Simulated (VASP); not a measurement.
**SiH6CO: single point with PBE+D3(BJ)**

The system is SiH6CO.

```
CELL_PARAMETERS angstrom
8.41883 0.00000 0.00000
0.00000 8.41883 0.00000
0.00000 0.00000 8.41883
ATOMIC_POSITIONS crystal
O 0.36880 0.56269 0.06817
O 0.74035 0.17499 0.81735
O 0.68128 0.67816 0.90062
C 0.36697 0.68722 0.13939
C 0.76660 0.14109 0.68555
C 0.71743 0.53923 0.88563
H 0.25315 0.74219 0.16142
H 0.48046 0.73868 0.19579
H 0.89018 0.13890 0.64685
H 0.67239 0.10596 0.59292
H 0.81254 0.50805 0.80283
H 0.64261 0.44598 0.93708
H 0.27246 0.22810 0.53997
H 0.08667 0.99651 0.55808
H 0.28928 0.00514 0.35188
H 0.36049 0.93802 0.61905
H 0.93275 0.62966 0.22705
H 0.68844 0.68622 0.38634
H 0.84585 0.46813 0.47701
H 0.96941 0.73989 0.50319
H 0.05620 0.90689 0.21444
H 0.02256 0.14045 0.03018
H 0.86349 0.87321 0.00590
H 0.81682 0.06196 0.22782
Si 0.25671 0.04931 0.52172
Si 0.86334 0.64990 0.39829
Si 0.94299 0.99302 0.10506
```

| Property | Result |
| --- | --- |
| Program | VASP 6.6.1 |
| Task | single point |
| Functional | PBE |
| Dispersion | D3(BJ) |
| Potentials or basis | VASP PAW PBE potentials, release 64 (O, C, H, Si) |
| Cutoff | 520 eV |
| k mesh | 1 × 1 × 1 |
| Occupations | fermi-dirac, width 0.02 eV |
| Spin | no spin polarisation |

```json
{
 "Pressure": "-0.3 GPa",
 "Largest force": "4.802 eV/Å",
 "Dispersion energy per atom": "-0.030 eV"
}
```

Forces in eV/Å, atoms in the order of the input:
```
O    0.261 -0.752 -0.568
O   -1.576  1.108  4.399
O    0.026  0.619  0.297
C    1.258 -0.166  0.829
C    0.415 -1.281 -4.252
C   -0.719  0.388 -0.575
H   -0.698  0.951  0.233
H   -0.816 -0.106 -0.514
H    0.649 -0.088 -0.727
H    0.425  0.265  0.579
H    0.648 -0.475 -0.125
H    0.042 -0.494  0.375
H    0.124 -0.548  0.180
H    0.549  0.312 -0.132
H   -0.016  0.174  0.153
H   -0.082  0.643 -0.037
H   -0.358  0.160  1.061
H    0.405  0.513  0.097
H    0.408  1.662 -0.732
H   -0.008  0.419  0.165
H    0.000  0.213 -0.355
H   -0.296 -0.871  0.125
H   -0.009  0.024 -0.440
H    0.723 -0.438 -0.873
Si  -0.441 -0.585 -0.144
Si  -0.499 -2.899 -0.523
Si  -0.417  1.252  1.505
```

Stress tensor (GPa, compression positive):
```
-0.39 -0.52 -0.34
-0.52 -0.79  0.97
-0.34  0.97  0.34
```

Levels at points of the mesh, in eV from the Fermi level:
```csv
k point,band 28,band 29,band 30,band 31,band 32,band 33
"(0.00, 0.00, 0.00)",-0.83,-0.58,-0.49,2.86,2.93,2.98
```

Run time: 120 s on 1 thread of Intel Xeon 8259CL (shared host), peak memory 0.56 GiB.

Caveat: the k points lie up to 0.75 Å⁻¹ apart; the atoms stand as in a frame of molecular dynamics.
